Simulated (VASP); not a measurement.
# TaN (Fm-3m) in VASP: notebook, part 2 of 2

VASP 6.6.1. Earlier steps stand in the parts before.

## Step 7: Relaxation of cell and atoms, r2SCAN+rVV10

This run uses another cell than the first one, of 10.35 Å³/atom, 0.982 times its volume.

Input file POSCAR:

```
TaN
1.0
    0.0000000000      2.1790000000      2.1790000000
    2.1790000000      0.0000000000      2.1790000000
    2.1790000000      2.1790000000      0.0000000000
Ta N
1 1
Direct
    0.5000000000      0.5000000000      0.5000000000
    0.0000000000      0.0000000000      0.0000000000
```

Input file INCAR.step1:

```
  PREC = Accurate
  ENCUT = 600
  ISMEAR = -1
  SIGMA = 0.05
  LREAL = F
  LASPH = T
  NELM = 80
  GGA = PE
  ALGO = Normal
  EDIFF = 1E-4
  LWAVE = T
  LCHARG = F
```

Input file INCAR.step2:

```
  PREC = Accurate
  ENCUT = 600
  EDIFF = 1E-6
  ISMEAR = -1
  SIGMA = 0.05
  LREAL = F
  LASPH = T
  NELM = 80
  ALGO = Normal
  ISIF = 3
  LWAVE = F
  LCHARG = F
  METAGGA = R2SCAN
  LMIXTAU = T
  LUSE_VDW = T
  IVDW_NL = 2
  BPARAM = 11.95
  CPARAM = 0.0093
  IBRION = 2
  NSW = 80
  EDIFFG = -0.03
  ISTART = 1
```

Input file KPOINTS:

```
Automatic mesh
0
Gamma
  11 11 11
```

Potentials or basis: VASP PAW PBE potentials, release 64 (Ta_pv, N).

Launch:

```console
> cat potpaw_PBE.64/Ta_pv/POTCAR potpaw_PBE.64/N/POTCAR > POTCAR
> cp INCAR.step1 INCAR
> mpirun -np 1 vasp_std > vasp.out
> cp INCAR.step2 INCAR
> mpirun -np 1 vasp_std > vasp.out
```

OUTCAR:

```text
PREC = Accurate
   ENCUT = 600
   EDIFF = 1E-6
   ISMEAR = -1
   LREAL = F
   LASPH = T
   NELM = 80
   ISIF = 3
   METAGGA = R2SCAN
   IVDW_NL = 2
   BPARAM = 11.95
   IBRION = 2
   NSW = 80
   EDIFFG = -0.03
   ISTART = 1

 ion  position               nearest neighbor table
   1  0.500  0.500  0.500-   2 2.18   2 2.18   2 2.18   2 2.18   2 2.18   2 2.18
   2  0.000  0.000  0.000-   1 2.18   1 2.18   1 2.18   1 2.18   1 2.18   1 2.18

  LATTYP: Found a face centered cubic cell.
 ALAT       =     4.3580000000

  Lattice vectors:

 A1 = (   0.0000000000,   2.1790000000,   2.1790000000)
 A2 = (   2.1790000000,   0.0000000000,   2.1790000000)
 A3 = (   2.1790000000,   2.1790000000,   0.0000000000)

Analysis of symmetry for initial positions (statically):
=====================================================================
 Subroutine PRICEL returns:
 Original cell was already a primitive cell.

 Routine SETGRP: Setting up the symmetry group for a
 face centered cubic supercell.

 Subroutine GETGRP returns: Found 48 space group operations
 (whereof 48 operations were pure point group operations)
 out of a pool of 48 trial point group operations.

The static configuration has the point symmetry O_h .

Analysis of symmetry for dynamics (positions and initial velocities):
=====================================================================
 Subroutine PRICEL returns:
 Original cell was already a primitive cell.

 Routine SETGRP: Setting up the symmetry group for a
 face centered cubic supercell.

 Subroutine GETGRP returns: Found 48 space group operations
 (whereof 48 operations were pure point group operations)
 out of a pool of 48 trial point group operations.

The dynamic configuration has the point symmetry O_h .

 Subroutine INISYM returns: Found 48 space group operations
 (whereof 48 operations are pure point group operations),
 and found     1 'primitive' translations

[... 129 lines left out ...]
  energy-cutoff  :      600.00
  volume of cell :       20.69
 maximum number of plane-waves:       701
 NGX is ok and might be reduce to    28
   NGX = 13   NGY = 13   NGZ = 13

--------------------------------------- Ionic step        1  -------------------------------------------

 number of electron      16.0000001 magnetization

 Free energy of the ion-electron system (eV)
  ---------------------------------------------------
  ext. energy  EPLUGINS =         0.00000000
  ---------------------------------------------------
  free energy    TOTEN  =       -59.37965565 eV

  energy without entropy =      -59.37428458  energy(sigma->0) =      -59.37697011

------------------------ aborting loop because EDIFF is reached ----------------------------------------

  FORCE on cell =-STRESS in cart. coord.  units (eV):
  Direction    XX          YY          ZZ          XY          YZ          ZX
  --------------------------------------------------------------------------------------
  -------------------------------------------------------------------------------------
  Total        1.3511343      1.3511343      1.3511343      0.0000000      0.0000000      0.0000000
  in kB      104.6182426    104.6182426    104.6182426      0.0000000      0.0000000      0.0000000
  external PRESSURE =     104.6182426 kB  Pullay stress =       0.0000000 kB
[... 59 lines left out ...]
--------------------------------------- Ionic step        3  -------------------------------------------

 number of electron      15.9999999 magnetization

 Free energy of the ion-electron system (eV)
  ---------------------------------------------------
  ext. energy  EPLUGINS =         0.00000000
  ---------------------------------------------------
  free energy    TOTEN  =       -59.39806435 eV

  energy without entropy =      -59.39233137  energy(sigma->0) =      -59.39519786

 E-fermi :   9.6301     XC(G=0): -14.4736

 val. band max:        9.5434949240   @ k =  -0.3636   0.2727   0.0909
 cond. band min:       9.7065288435   @ k =   0.2727   0.1818   0.0909
 fundamental gap:      0.1630339194
 Fermi energy:         9.6301238139

 k-point     1 :       0.0000    0.0000    0.0000
  band No.  band energies     occupation
      1     -27.5404      2.00000
      2     -27.5404      2.00000
      3     -27.5404      2.00000
      4     -10.4189      2.00000
      5       5.4505      2.00000
      6       5.4505      2.00000
      7       5.4505      2.00000
      8       7.4251      2.00000
      9       7.4251      2.00000
     10       7.4251      2.00000
     11       9.7247      0.26230
     12       9.7247      0.26230
[... 331 lines left out ...]
 k-point    24 :      -0.1818    0.1818    0.0000
  band No.  band energies     occupation
      1     -28.0315      2.00000
      2     -27.7251      2.00000
      3     -27.5739      2.00000
      4      -8.7719      2.00000
      5       0.9003      2.00000
      6       2.3630      2.00000
      7       3.1734      2.00000
      8       8.8705      2.00000
      9       9.2514      1.99897
     10      11.0192      0.00000
     11      11.5997      0.00000
     12      15.5814      0.00000

 [... further k-points ...]
[... 5 lines left out ...]
  --------------------------------------------------------------------------------------
  -------------------------------------------------------------------------------------
  Total       -0.0326843     -0.0326843     -0.0326843      0.0000000     -0.0000000     -0.0000000
  in kB       -2.4599467     -2.4599467     -2.4599467      0.0000000     -0.0000000     -0.0000000
  external PRESSURE =      -2.4599467 kB  Pullay stress =       0.0000000 kB
[... 17 lines left out ...]
  FREE ENERGIE OF THE ION-ELECTRON SYSTEM (eV)
  ---------------------------------------------------
  free  energy   TOTEN  =       -59.3980643504 eV

  energy  without entropy=      -59.3923313686  energy(sigma->0) =      -59.39519786

 reached required accuracy - stopping structural energy minimisation
```

OUTCAR.step1:

```text
PREC = Accurate
   ENCUT = 600
   ISMEAR = -1
   LREAL = F
   LASPH = T
   NELM = 80
[... 579 lines left out ...]
 -----------------------------------------------------------------------------------
      2.17900      2.17900      2.17900        -0.000000      0.000000     -0.000000
      0.00000      0.00000      0.00000         0.000000     -0.000000      0.000000
 -----------------------------------------------------------------------------------
    total drift:                                0.000000      0.000000      0.000000

  FREE ENERGIE OF THE ION-ELECTRON SYSTEM (eV)
  ---------------------------------------------------
  free  energy   TOTEN  =       -21.7827885815 eV

  energy  without entropy=      -21.7772724731  energy(sigma->0) =      -21.78003053
```

Wall time 5.6 min (1 thread of Intel Xeon Platinum 8375C at 2.90GHz (Ice Lake), shared host); peak memory 0.27 GiB.

What came out:

* Free energy: -59.3981 eV
* Relaxed volume: 10.64 Å³/atom
* Relaxed cell: a = 3.111 Å, b = 3.111 Å, c = 3.111 Å, α = 60.00°, β = 60.00°, γ = 60.00°
* Space group after relaxing (to 0.05 Å): Fm-3m (No. 225)
* Energy gained by relaxing: 9.2 meV/atom
* Ionic steps: 3
* Pressure after relaxing: -0.2 GPa
* Band gap on the k mesh: zero (band 8 reaches 11.34 eV, above the bottom of band 9 at 7.43 eV)

Step by step:
```csv
step,energy change (eV),largest force (eV/Å),pressure (GPa),volume (Å³)
1,0.0000,0.0000,10.46,20.69
2,0.0866,0.0000,-20.95,22.78
3,-0.0184,0.0000,-0.25,21.29
```

Final structure:
```
Ta N
1.0
     0.00000    2.19971    2.19971
     2.19971    0.00000    2.19971
     2.19971    2.19971    0.00000
Ta N
1 1
Cartesian
  2.1997 2.1997 2.1997
  0.0000 0.0000 0.0000
```

Caveat: the PAW data sets were made with another functional, which shifts forces and pressure a little; spin-orbit coupling is left out, which moves the levels of the heavy elements.

## Step 8: Summary

```csv
task,level,cell,cutoff (eV),gap on the mesh (eV),pressure (GPa),relaxed volume (Å³/atom)
single point,PBE+D3(BJ),"a = 3.101 Å, angles 60.0°, 2 atoms",520,none,0.9,-
single point,RPBE,"a = 3.138 Å, angles 60.0°, 2 atoms",520,none,0.7,-
single point,r2SCAN+rVV10,"a = 3.102 Å, angles 60.0°, 2 atoms",520,none,2.7,-
relaxation of cell and atoms,PBE+D3(BJ),"relaxed from a = 3.082 Å, angles 60.0°, 2 atoms",600,none,-0.1,10.57
relaxation of cell and atoms,RPBE,"relaxed from a = 3.082 Å, angles 60.0°, 2 atoms",600,none,-0.1,10.95
relaxation of cell and atoms,r2SCAN+rVV10,"relaxed from a = 3.082 Å, angles 60.0°, 2 atoms",600,none,-0.2,10.64
```

Alike in all rows: potentials or basis VASP PAW PBE potentials, release 64 (Ta_pv, N); no spin polarisation; k mesh 11 × 11 × 11; smearing fermi-dirac 0.05 eV.

Caveats: spin-orbit coupling is left out, which moves the levels of the heavy elements; the PAW data sets were made with another functional, which shifts forces and pressure a little (some runs); pairwise dispersion overbinds metals, which lowers pressure and volume (some runs).

Absolute energies hang on the potentials; compare differences alone.
